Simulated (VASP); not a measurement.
InRuS3: relaxation of cell and atoms with PBE

InRuS3:

```
In Ru S
1.0
     3.31119    1.91172    2.71352
    -3.31119    1.91172    2.71352
     0.00000   -3.82343    2.71352
In Ru S
1 1 3
Direct
  0.44840 0.44840 0.44840
  0.94885 0.94885 0.94885
  0.03151 0.48580 0.03151
  0.48580 0.03151 0.03151
  0.03151 0.03151 0.48580
```

```json
{"Program": "VASP 6.6.1", "Task": "relaxation of cell and atoms", "Functional": "PBE", "Potentials or basis": "VASP PAW PBE potentials, release 64 (In_d, Ru_sv, S)", "Cutoff": "560 eV", "k mesh": "6 × 6 × 6", "Occupations": "gaussian, width 0.1 eV", "Spin": "no spin polarisation", "Dipole correction": "no", "Further INCAR settings": "ALGO = Normal; EDIFF = 1e-07; IBRION = 2; EDIFFG = -0.04; NSW = 90; ISIF = 3"}
```

```
Relaxed volume                        : 20.52 Å³/atom
Relaxed cell                          : a = 4.682 Å, b = 4.682 Å, c = 4.682 Å, α = 90.58°, β = 90.58°, γ = 90.58°
Space group after relaxing (to 0.1 Å) : R3m (No. 160)
Energy gained by relaxing             : 2.7 meV/atom
Ionic steps                           : 12
Pressure after relaxing               : 0.1 GPa
Largest force after relaxing          : 0.038 eV/Å
Band gap on the k mesh                : zero (an odd number of electrons rules out a gap without spin polarisation)
```

Forces in eV/Å, atoms in the order of the input:
```
In   0.000  0.000 -0.018
Ru   0.000  0.000  0.038
S   -0.008  0.004 -0.007
S    0.008  0.004 -0.007
S    0.000 -0.009 -0.007
```

Stress tensor (GPa, compression positive):
```
0.07 0.00 0.00
0.00 0.07 0.00
0.00 0.00 0.29
```

Step by step:
```
step  energy change (eV)  largest force (eV/Å)  pressure (GPa)  volume (Å³)
   1              0.0000                0.2350           -0.28       103.06
   2             -0.0043                0.1873            0.06       102.52
   3             -0.0065                0.0978            0.56       101.77
   4             -0.0086                0.1144            0.21       102.08
   5             -0.0089                0.1264            0.03       102.22
   6             -0.0100                0.1142           -0.01       102.34
   7             -0.0120                0.0752           -0.13       102.68
   8             -0.0102                0.1181           -0.32       103.36
   9             -0.0123                0.0533           -0.19       102.86
  10             -0.0127                0.0703            0.22       102.49
  11             -0.0127                0.0646            0.14       102.56
  12             -0.0134                0.0380            0.14       102.62
```

Final structure:
```cif
data_structure
_symmetry_space_group_name_H-M 'P 1'
_symmetry_Int_Tables_number 1
_cell_length_a 4.6821
_cell_length_b 4.6821
_cell_length_c 4.6821
_cell_angle_alpha 90.581
_cell_angle_beta 90.581
_cell_angle_gamma 90.581
_cell_volume 102.62
loop_
_atom_site_label
_atom_site_type_symbol
_atom_site_fract_x
_atom_site_fract_y
_atom_site_fract_z
_atom_site_occupancy
In1 In 0.44149 0.44149 0.44149 1
Ru1 Ru 0.95520 0.95520 0.95520 1
S1 S 0.03041 0.48857 0.03041 1
S2 S 0.48857 0.03041 0.03041 1
S3 S 0.03041 0.03041 0.48857 1
```

Levels at points of the mesh, in eV from the Fermi level:
```
           k point  band 19  band 20  band 21  band 22  band 23  band 24  band 25  band 26  band 27  band 28
(0.00, 0.00, 0.00)    -2.61    -2.61    -2.19    -1.49    -0.14    -0.14     0.75     0.76     0.76     4.55
(0.50, 0.00, 0.00)    -2.78    -2.58    -1.64    -0.62    -0.01     0.42     0.46     0.71     1.57     2.98
(0.50, 0.50, 0.00)    -2.85    -2.26    -1.60    -0.26    -0.22     0.25     0.42     0.96     3.57     3.64
(0.50, 0.50, 0.50)    -2.91    -0.64    -0.64    -0.46    -0.12    -0.12     0.04     3.57     3.57     6.30
```

Wall time 6.8 min on 1 thread of AMD EPYC 9R45 96-Core Processor (Zen 5), with other jobs on the host, peak memory 0.25 GiB.

Caveat: spin-orbit coupling is left out, which moves the levels of the heavy elements; an odd number of electrons without spin polarisation forces a metal; a magnetic or distorted state may lie lower.
